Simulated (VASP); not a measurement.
# SiC (F-43m) in VASP: further runs, part 2 of 2

VASP 6.6.1.

## Step 3: Single point, LDA

Contents of INCAR:

```
PREC = Accurate
ENCUT = 600
EDIFF = 1E-6
ISMEAR = 0
SIGMA = 0.02
LREAL = False
LASPH = True
NELM = 120
ALGO = Normal
ISIF = 2
LWAVE = False
LCHARG = True
GGA = CA
LELF = True
LVHAR = True
NBANDS = 11
GGA_COMPAT = False
```

Contents of KPOINTS:

```
Automatic mesh
0
Gamma
  10 10 10
```

Contents of POSCAR:

```
SiC
1.0
    0.0000000000      2.1644869282      2.1644869282
    2.1644869282      0.0000000000      2.1644869282
    2.1644869282      2.1644869282      0.0000000000
Si C
1 1
Direct
    0.0000000000      0.0000000000      0.0000000000
    0.2500000000      0.2500000000      0.2500000000
```

Potentials or basis: VASP PAW LDA potentials, release 64 (Si, C).

Started as:

```bash
$ cat potpaw_LDA.64/Si/POTCAR potpaw_LDA.64/C/POTCAR > POTCAR
$ mpirun -np 1 vasp_std > vasp.out
```

OUTCAR:

```text
PREC = Accurate
   ENCUT = 600
   EDIFF = 1E-6
   ISMEAR = 0
   LREAL = False
   LASPH = True
   NELM = 120
   ISIF = 2
   GGA = CA

 ion  position               nearest neighbor table
   1  0.000  0.000  0.000-   2 1.87   2 1.87   2 1.87   2 1.87
   2  0.250  0.250  0.250-   1 1.87   1 1.87   1 1.87   1 1.87

  LATTYP: Found a face centered cubic cell.
 ALAT       =     4.3289738564

  Lattice vectors:

 A1 = (   0.0000000000,   2.1644869282,   2.1644869282)
 A2 = (   2.1644869282,   0.0000000000,   2.1644869282)
 A3 = (   2.1644869282,   2.1644869282,   0.0000000000)

Analysis of symmetry for initial positions (statically):
=====================================================================
 Subroutine PRICEL returns:
 Original cell was already a primitive cell.

 Routine SETGRP: Setting up the symmetry group for a
 face centered cubic supercell.

 Subroutine GETGRP returns: Found 24 space group operations
 (whereof 24 operations were pure point group operations)
 out of a pool of 48 trial point group operations.

The static configuration has the point symmetry T_d .

Analysis of symmetry for dynamics (positions and initial velocities):
=====================================================================
 Subroutine PRICEL returns:
 Original cell was already a primitive cell.

 Routine SETGRP: Setting up the symmetry group for a
 face centered cubic supercell.

 Subroutine GETGRP returns: Found 24 space group operations
 (whereof 24 operations were pure point group operations)
 out of a pool of 48 trial point group operations.

The dynamic configuration has the point symmetry T_d .

 Subroutine INISYM returns: Found 24 space group operations
 (whereof 24 operations are pure point group operations),
 and found     1 'primitive' translations

----------------------------------------------------------------------------------------

                                     Primitive cell
[... 112 lines left out ...]
  volume/ion in A,a.u.               =      10.14        68.43
  Fermi-wavevector in a.u.,A,eV,Ry     =   1.200623  2.268848 19.612726  1.441495
  Thomas-Fermi vector in A             =   2.336454
   LORBIT       =      0    0 simple, 1 ext, 2 COOP (PROOUT), +10 PAW based schemes
   GGA     = CA    functional components
   LHFCALC =     F    Hartree Fock is set to
   AEXX    =    0.0000 exact exchange contribution
   IVDW    =     0    specifies the selected vdW correction
   LEPSILON=     F    determine dielectric tensor
   LRPA    =     F    only Hartree local field effects (RPA)
 non-spin polarized calculation
 Gauss-broadening in eV      SIGMA  =   0.02
  energy-cutoff  :      600.00
  volume of cell :       20.28
 maximum number of plane-waves:       700
   NGX = 13   NGY = 13   NGZ = 13

 number of electron       8.0000000 magnetization

 Free energy of the ion-electron system (eV)
  ---------------------------------------------------
  ext. energy  EPLUGINS =         0.00000000
  ---------------------------------------------------
  free energy    TOTEN  =       -16.64463019 eV

  energy without entropy =      -16.64463019  energy(sigma->0) =      -16.64463019

 E-fermi :   8.3869     XC(G=0): -11.6421

 val. band max:        8.2904992689   @ k =   0.0000   0.0000   0.0000
 cond. band min:       9.5782777800   @ k =   0.5000   0.5000   0.0000
 fundamental gap:      1.2877785110
 Fermi energy:         8.3869174916

 k-point     1 :       0.0000    0.0000    0.0000
  band No.  band energies     occupation
      1      -7.1826      2.00000
      2       8.2905      2.00000
      3       8.2905      2.00000
      4       8.2905      2.00000
      5      14.8187      0.00000
      6      15.6216      0.00000
      7      15.6216      0.00000
      8      15.6216      0.00000
      9      22.8674      0.00000
     10      22.8674      0.00000
     11      24.7745      0.00000
[... 309 lines left out ...]
 k-point    24 :       0.4000    0.3000    0.0000
  band No.  band energies     occupation
      1      -3.9671      2.00000
      2       2.7335      2.00000
      3       5.0848      2.00000
      4       5.6265      2.00000
      5      11.1094      0.00000
      6      13.8760      0.00000
      7      19.9891      0.00000
      8      20.2579      0.00000
      9      22.1105      0.00000
     10      26.4380      0.00000
     11      29.7129      0.00000

 [... further k-points ...]
[... 5 lines left out ...]
  --------------------------------------------------------------------------------------
  -------------------------------------------------------------------------------------
  Total        0.0329885      0.0329885      0.0329885      0.0000000      0.0000000      0.0000000
  in kB        2.6060224      2.6060224      2.6060224      0.0000000      0.0000000      0.0000000
  external PRESSURE =       2.6060224 kB  Pullay stress =       0.0000000 kB

 VOLUME and BASIS-vectors are now :
 -----------------------------------------------------------------------------
  energy-cutoff  :      600.00
  volume of cell :       20.28
      direct lattice vectors                 reciprocal lattice vectors
     0.000000000  2.164486928  2.164486928    -0.231001626  0.231001626  0.231001626
     2.164486928  0.000000000  2.164486928     0.231001626 -0.231001626  0.231001626
     2.164486928  2.164486928  0.000000000     0.231001626  0.231001626 -0.231001626

 POSITION                                       TOTAL-FORCE (eV/Angst)
 -----------------------------------------------------------------------------------
      0.00000      0.00000      0.00000        -0.000000     -0.000000      0.000000
      1.08224      1.08224      1.08224         0.000000      0.000000      0.000000
 -----------------------------------------------------------------------------------
    total drift:                                0.000000      0.000000      0.000000

  FREE ENERGIE OF THE ION-ELECTRON SYSTEM (eV)
  ---------------------------------------------------
  free  energy   TOTEN  =       -16.6446301891 eV

  energy  without entropy=      -16.6446301891  energy(sigma->0) =      -16.64463019
```

stdout:

```text
POSCAR found type information on POSCAR SiC
 POSCAR found :  2 types and       2 ions
 scaLAPACK will be used
 LDA part: xc-table for (Slater(with rela. corr.)+CA(PZ))
 , standard interpolation
 POSCAR, INCAR and KPOINTS ok, starting setup
 FFT: planning ... GRIDC
 FFT: planning ... GRID_SOFT
 FFT: planning ... GRID
 WAVECAR not read
 entering main loop
```

It took 7.3 s on 1 thread of Intel Xeon 8259CL, shared host; peak memory 0.13 GiB.

Results:

| Property | Result |
| --- | --- |
| Free energy | -16.6446 eV |
| Pressure | 0.3 GPa |
| Band gap on the k mesh | 1.29 eV (least direct gap 4.52 eV) |

## Step 4: Relaxation of cell and atoms, LDA

This run uses another cell than the first one, of 10.50 Å³/atom.

Contents of INCAR:

```
PREC     = Accurate       # precision mode
ENCUT    = 600            # plane-wave cutoff, eV
EDIFF    = 1E-7           # SCF threshold, eV
ISMEAR   = 0              # smearing method
SIGMA    = 0.02           # smearing width, eV
LREAL    = F              # projectors in reciprocal space
LASPH    = T              # aspherical terms in the spheres
NELM     = 120            # most SCF steps
ALGO     = Normal         # electronic algorithm
ISIF     = 3              # what is computed and relaxed
LWAVE    = F              # write WAVECAR
LCHARG   = F              # write CHGCAR
GGA      = CA             # functional
IBRION   = 2              # ionic algorithm
NSW      = 70             # ionic steps
EDIFFG   = -0.005         # ionic threshold
GGA_COMPAT= F            
NELMIN   = 4
```

Contents of KPOINTS:

```
regular mesh
0
Gamma
  10 10 10
```

Contents of POSCAR:

```
SiC
1.0
    0.0000000000      2.1898675894      2.1898675894
    2.1898675894      0.0000000000      2.1898675894
    2.1898675894      2.1898675894      0.0000000000
Si C
1 1
Direct
    0.0000000000      0.0000000000      0.0000000000
    0.2500000000      0.2500000000      0.2500000000
```

Started as:

```bash
$ cat potpaw_LDA.64/Si/POTCAR potpaw_LDA.64/C/POTCAR > POTCAR
$ mpirun -np 1 vasp_std > vasp.out
```

It took 27 s on 1 thread of Intel Xeon 8259CL, shared host; peak memory 0.14 GiB.

Results (log left out):

| Quantity | Value |
| --- | --- |
| Free energy | -16.6455 eV |
| Relaxed volume | 10.15 Å³/atom |
| Relaxed cell | a = 3.062 Å, b = 3.062 Å, c = 3.062 Å, α = 60.00°, β = 60.00°, γ = 60.00° |
| Space group after relaxing (to 0.1 Å) | F-43m (No. 216) |
| Energy gained by relaxing | 8.2 meV/atom |
| Ionic steps | 3 |
| Pressure after relaxing | -0.1 GPa |
| Band gap on the k mesh | 1.29 eV (least direct gap 4.52 eV) |

Step by step:
| step | energy change (eV) | largest force (eV/Å) | pressure (GPa) | volume (Å³) |
| --- | --- | --- | --- | --- |
| 1 | 0.0000 | 0.0000 | -7.27 | 21.00 |
| 2 | 0.0026 | 0.0000 | 8.77 | 19.59 |
| 3 | -0.0164 | 0.0000 | -0.05 | 20.31 |

Final structure:
```yaml
crystal:
  lattice:
    - [0.00000, 2.16537, 2.16537]
    - [2.16537, 0.00000, 2.16537]
    - [2.16537, 2.16537, 0.00000]
  atoms:
    - { symbol: Si, position: [0.00000, 0.00000, 0.00000] }
    - { symbol: C, position: [0.25000, 0.25000, 0.25000] }
```

Levels at points of the mesh, in eV from the valence-band top:
```
           k point  band 1  band 2  band 3  band 4  band 5  band 6  band 7  band 8
(0.00, 0.00, 0.00)  -15.46    0.00    0.00    0.00    6.51    7.32    7.32    7.32
(0.50, 0.00, 0.00)  -11.77   -8.66   -1.06   -1.06    5.56    7.21    7.21   10.02
(0.50, 0.50, 0.00)  -10.27   -7.87   -3.23   -3.23    1.29    4.26   14.05   14.05
```

A k mesh can miss the band edges. LDA usually gives volumes a few per cent too small.

## Step 5: Against experiment

Step 3. A measured gap of SiC is 2.4 eV (indirect; quoted in “Insight into the structural, elastic and electronic properties of a new orthorhombic 6O-SiC polytype”, 2020, pmc:7200658); the calculated 1.29 eV misses it by -1.11 eV. The value is that of LDA on a finite k mesh, which can miss the band edges, without temperature or zero-point motion. Semilocal functionals fall short of measured gaps as a rule.
